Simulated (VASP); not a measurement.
# BaNd (Fm-3m) in VASP: further runs, part 2 of 2

VASP 6.6.1.

### Step 4. Relaxation of cell and atoms, PBE

This run uses another cell than the first one, of 46.07 Å³/atom.

Contents of INCAR:

```
  PREC = Accurate
  ENCUT = 500
  EDIFF = 1E-7
  ISMEAR = 0
  SIGMA = 0.1
  LREAL = F
  LASPH = T
  NELM = 200
  ALGO = Normal
  ISIF = 3
  LWAVE = F
  LCHARG = F
  GGA = PE
  IBRION = 2
  NSW = 100
  EDIFFG = -0.01
  GGA_COMPAT = F
  NELMIN = 4
  LMAXMIX = 6
```

Contents of KPOINTS:

```
regular mesh
0
Gamma
  14 14 14
```

Contents of POSCAR:

```
BaNd
1.0
    0.0000000000      3.5847859080      3.5847859080
    3.5847859080      0.0000000000      3.5847859080
    3.5847859080      3.5847859080      0.0000000000
Ba Nd
1 1
Direct
    0.5000000000      0.5000000000      0.5000000000
    0.0000000000      0.0000000000      0.0000000000
```

Potentials or basis: VASP PAW PBE potentials, release 64 (Ba_sv, Nd_3), 4f in core.

Started as:

```console
> cat potpaw_PBE.64/Ba_sv/POTCAR potpaw_PBE.64/Nd_3/POTCAR > POTCAR
> mpirun -np 1 vasp_std > vasp.out
```

OUTCAR:

```text
PREC = Accurate
   ENCUT = 500
   EDIFF = 1E-7
   ISMEAR = 0
   LREAL = F
   LASPH = T
   NELM = 200
   ISIF = 3
   GGA = PE
   IBRION = 2
   NSW = 100
   EDIFFG = -0.01
   NELMIN = 4

 ion  position               nearest neighbor table
   1  0.500  0.500  0.500-   2 3.58   2 3.58   2 3.58   2 3.58   2 3.58   2 3.58
   2  0.000  0.000  0.000-   1 3.58   1 3.58   1 3.58   1 3.58   1 3.58   1 3.58

  LATTYP: Found a face centered cubic cell.
 ALAT       =     7.1695718160

  Lattice vectors:

 A1 = (   0.0000000000,   3.5847859080,   3.5847859080)
 A2 = (   3.5847859080,   0.0000000000,   3.5847859080)
 A3 = (   3.5847859080,   3.5847859080,   0.0000000000)

Analysis of symmetry for initial positions (statically):
=====================================================================
 Subroutine PRICEL returns:
 Original cell was already a primitive cell.

 Routine SETGRP: Setting up the symmetry group for a
 face centered cubic supercell.

 Subroutine GETGRP returns: Found 48 space group operations
 (whereof 48 operations were pure point group operations)
 out of a pool of 48 trial point group operations.

The static configuration has the point symmetry O_h .

Analysis of symmetry for dynamics (positions and initial velocities):
=====================================================================
 Subroutine PRICEL returns:
 Original cell was already a primitive cell.

 Routine SETGRP: Setting up the symmetry group for a
 face centered cubic supercell.

 Subroutine GETGRP returns: Found 48 space group operations
 (whereof 48 operations were pure point group operations)
 out of a pool of 48 trial point group operations.

The dynamic configuration has the point symmetry O_h .

 Subroutine INISYM returns: Found 48 space group operations
 (whereof 48 operations are pure point group operations),
 and found     1 'primitive' translations

----------------------------------------------------------------------------------------

                                     Primitive cell

  volume of cell :      92.1339

  direct lattice vectors                    reciprocal lattice vectors
     0.000000000  3.584785908  3.584785908    -0.139478343  0.139478343  0.139478343
     3.584785908  0.000000000  3.584785908     0.139478343 -0.139478343  0.139478343
     3.584785908  3.584785908  0.000000000     0.139478343  0.139478343 -0.139478343

  length of vectors
     5.069652849  5.069652849  5.069652849     0.241583577  0.241583577  0.241583577

  position of ions in fractional coordinates (direct lattice)
     0.500000000  0.500000000  0.500000000
     0.000000000  0.000000000  0.000000000

  ion indices of the primitive-cell ions
   primitive index   ion index
                 1           1
                 2           2

----------------------------------------------------------------------------------------

 KPOINTS: regular mesh

Automatic generation of k-mesh.
 Grid dimensions read from file:
 generate k-points for:   14   14   14

 Generating k-lattice:

  Cartesian coordinates                     Fractional coordinates (reciprocal lattice)
    -0.009962739  0.009962739  0.009962739     0.071428571  0.000000000  0.000000000
     0.009962739 -0.009962739  0.009962739     0.000000000  0.071428571  0.000000000
     0.009962739  0.009962739 -0.009962739     0.000000000  0.000000000  0.071428571

  Length of vectors
     0.017255970  0.017255970  0.017255970

  Shift w.r.t. Gamma in fractional coordinates (k-lattice)
     0.000000000  0.000000000  0.000000000

 Subroutine IBZKPT returns following result:
 ===========================================

 Found    104 irreducible k-points:

 Following reciprocal coordinates:
            Coordinates               Weight
  0.000000  0.000000  0.000000      1.000000
  0.071429  0.000000  0.000000      8.000000
  0.142857  0.000000  0.000000      8.000000
  0.214286  0.000000  0.000000      8.000000
  0.285714  0.000000  0.000000      8.000000
  0.357143  0.000000  0.000000      8.000000
[... 16 lines left out ...]
  0.214286  0.142857  0.000000     24.000000
  0.285714  0.142857  0.000000     24.000000
 [... further k-points ...]
   k-points           NKPTS =    104   k-points in BZ     NKDIM =    104   number of bands    NBANDS=     14
   number of dos      NEDOS =    301   number of ions     NIONS =      2
   total plane-waves  NPLWV =  64000
   dimension x,y,z NGX =    40 NGY =   40 NGZ =   40
   dimension x,y,z NGXF=    80 NGYF=   80 NGZF=   80
   ions per type =               1   1
   NGX,Y,Z   is equivalent  to a cutoff of  13.12, 13.12, 13.12 a.u.
   NGXF,Y,Z  is equivalent  to a cutoff of  26.23, 26.23, 26.23 a.u.
 SYSTEM =  unknown system
   PREC   = accura    normal or accurate (medium, high low for compatibility)
   ISTART =      0    job   : 0-new  1-cont  2-samecut
   ICHARG =      2    charge: 1-file 2-atom 10-const
   ISPIN  =      1    spin polarized calculation?
   LNONCOLLINEAR =      F non collinear calculations
   LSORBIT =      F    spin-orbit coupling
   LASPH  =      T    aspherical Exc in radial PAW
   ENCUT  =  500.0 eV  36.75 Ry    6.06 a.u.   9.24  9.24  9.24*2*pi/ulx,y,z
   NELM   =    200;   NELMIN=  4; NELMDL= -5     # of ELM steps
   EDIFF  = 0.1E-06   stopping-criterion for ELM
   LREAL  =      F    real-space projection
   EDIFFG = -.1E-01   stopping-criterion for IOM
   NSW    =    100    number of steps for IOM
   IBRION =      2    ionic relax: 0-MD 1-quasi-New 2-CG
   NFREE  =      1    steps in history (QN), initial steepest desc. (CG)
   ISIF   =      3    stress and relaxation
   ISYM   =      2    0-nonsym 1-usesym 2-fastsym
   POTIM  = 0.5000    time-step for ionic-motion
   TEBEG  =    0.0;   TEEND  =   0.0 temperature during run
   PSTRESS=    0.0 pullay stress
   NELECT =      21.0000    total number of electrons
   NUPDOWN=      -1.0000    fix difference up-down
   EMIN   =  10.00;   EMAX   =-10.00  energy-range for DOS
   EFERMI =   0.00;   METHOD = LEGACY
   ISMEAR =     0;   SIGMA  =   0.10  broadening in eV -4-tet -1-fermi 0-gaus
   EFERMI_NEDOS =   21; number of points for ismear=-14 and -15
   IALGO  =     38    algorithm
   IMIX   =      4    mixing-type and parameters
     AMIX     =   0.40;   BMIX     =  1.00
     AMIX_MAG =   1.60;   BMIX_MAG =  1.00
  volume/ion in A,a.u.               =      46.07       310.88
  Fermi-wavevector in a.u.,A,eV,Ry     =   1.000019  1.889761 13.606330  1.000037
  Thomas-Fermi vector in A             =   2.132347
   LORBIT       =      0    0 simple, 1 ext, 2 COOP (PROOUT), +10 PAW based schemes
   GGA     = PE    functional components
   LHFCALC =     F    Hartree Fock is set to
   AEXX    =    0.0000 exact exchange contribution
   IVDW    =     0    specifies the selected vdW correction
   LEPSILON=     F    determine dielectric tensor
   LRPA    =     F    only Hartree local field effects (RPA)
 conjugate gradient relaxation of ions
 non-spin polarized calculation
 Gauss-broadening in eV      SIGMA  =   0.10
  energy-cutoff  :      500.00
  volume of cell :       92.13
 maximum number of plane-waves:      2362
 NGX is ok and might be reduce to    40
   NGX = 19   NGY = 19   NGZ = 19

 number of electron      21.0000000 magnetization

 Free energy of the ion-electron system (eV)
  ---------------------------------------------------
  ext. energy  EPLUGINS =         0.00000000
  ---------------------------------------------------
  free energy    TOTEN  =        -5.12672817 eV

  energy without entropy =       -5.10710758  energy(sigma->0) =       -5.11691787

 E-fermi :   2.4086     XC(G=0):  -8.5109

 val. band max:        2.4079905222   @ k =   0.2143   0.1429   0.0000
 cond. band min:       2.4093795968   @ k =  -0.3571   0.3571   0.0714
 fundamental gap:      0.0013890746
 Fermi energy:         2.4085811927

 k-point     1 :       0.0000    0.0000    0.0000
  band No.  band energies     occupation
      1     -36.5143      2.00000
      2     -25.7657      2.00000
      3     -17.6241      2.00000
      4     -17.6241      2.00000
      5     -17.6241      2.00000
      6     -10.9737      2.00000
      7     -10.9737      2.00000
      8     -10.9737      2.00000
      9      -0.6517      2.00000
     10       1.8296      2.00000
     11       1.8296      2.00000
     12       1.8298      2.00000
     13       1.8298      2.00000
     14       1.8298      2.00000
[... 377 lines left out ...]
      1     -36.5132      2.00000
      2     -25.7648      2.00000
      3     -17.6322      2.00000
      4     -17.6306      2.00000
      5     -17.6234      2.00000
      6     -11.0944      2.00000
      7     -11.0091      2.00000
      8     -11.0013      2.00000
      9       0.2941      2.00000
     10       1.4699      2.00000
     11       2.2317      1.98762
     12       2.6417      0.00098
     13       2.7336      0.00000
     14       2.8321      0.00000

 [... further k-points ...]
[... 5 lines left out ...]
  --------------------------------------------------------------------------------------
  -------------------------------------------------------------------------------------
  Total        0.0144551      0.0144551      0.0144551     -0.0000000      0.0000000      0.0000000
  in kB        0.2513692      0.2513692      0.2513692     -0.0000000      0.0000000      0.0000000
  external PRESSURE =       0.2513692 kB  Pullay stress =       0.0000000 kB

 VOLUME and BASIS-vectors are now :
 -----------------------------------------------------------------------------
  energy-cutoff  :      500.00
  volume of cell :       92.13
      direct lattice vectors                 reciprocal lattice vectors
     0.000000000  3.584785908  3.584785908    -0.139478343  0.139478343  0.139478343
     3.584785908  0.000000000  3.584785908     0.139478343 -0.139478343  0.139478343
     3.584785908  3.584785908  0.000000000     0.139478343  0.139478343 -0.139478343

 POSITION                                       TOTAL-FORCE (eV/Angst)
 -----------------------------------------------------------------------------------
      3.58479      3.58479      3.58479        -0.000000     -0.000000      0.000000
      0.00000      0.00000      0.00000         0.000000      0.000000     -0.000000
 -----------------------------------------------------------------------------------
    total drift:                                0.000000     -0.000000     -0.000000

  FREE ENERGIE OF THE ION-ELECTRON SYSTEM (eV)
  ---------------------------------------------------
  free  energy   TOTEN  =        -5.1267281692 eV

  energy  without entropy=       -5.1071075770  energy(sigma->0) =       -5.11691787

 reached required accuracy - stopping structural energy minimisation
```

It took 1.9 min on 1 thread of Intel Xeon Platinum 8488C (Sapphire Rapids), shared host; peak memory 0.34 GiB.

What came out:

- Free energy: -5.1267 eV
- Pressure after relaxing: 0.0 GPa

Final structure:
```
CELL_PARAMETERS angstrom
0.00000 3.58479 3.58479
3.58479 0.00000 3.58479
3.58479 3.58479 0.00000
ATOMIC_POSITIONS crystal
Ba 0.50000 0.50000 0.50000
Nd 0.00000 0.00000 0.00000
```

Caveat: the relaxation stopped at its first step, so nothing moved; the highest band is partly filled, so the run has too few bands; spin-orbit coupling is left out, which moves the levels of the heavy elements; the 4f electrons are frozen in the core, so they carry no moment and show no levels.

### Step 5. The runs side by side

| task | cell | k mesh | pressure (GPa) |
| --- | --- | --- | --- |
| relaxation of cell and atoms | relaxed from a = 4.642 Å, angles 60.0°, 2 atoms | 4 × 4 × 4 | 0.0 |
| single point | a = 5.051 Å, angles 60.0°, 2 atoms | 14 × 14 × 14 | 0.2 |
| relaxation of cell and atoms | relaxed from a = 5.070 Å, angles 60.0°, 2 atoms | 14 × 14 × 14 | 0.0 |

Alike in all rows: level PBE; potentials or basis VASP PAW PBE potentials, release 64 (Ba_sv, Nd_3), 4f in core; no spin polarisation; cutoff (eV) 500; smearing gaussian 0.1 eV.

Caveats: some runs use coarse meshes; spin-orbit coupling is left out, which moves the levels of the heavy elements; the 4f electrons are frozen in the core, so they carry no moment and show no levels; the highest band is partly filled, so the run has too few bands (at least some runs); the volume moved by over 15 % at a fixed basis, so the end points are rough (at least some runs); the relaxation stopped at its first step, so nothing moved (at least some runs).

Total energies depend on the potentials used, so only differences within one code and one set of settings carry meaning.
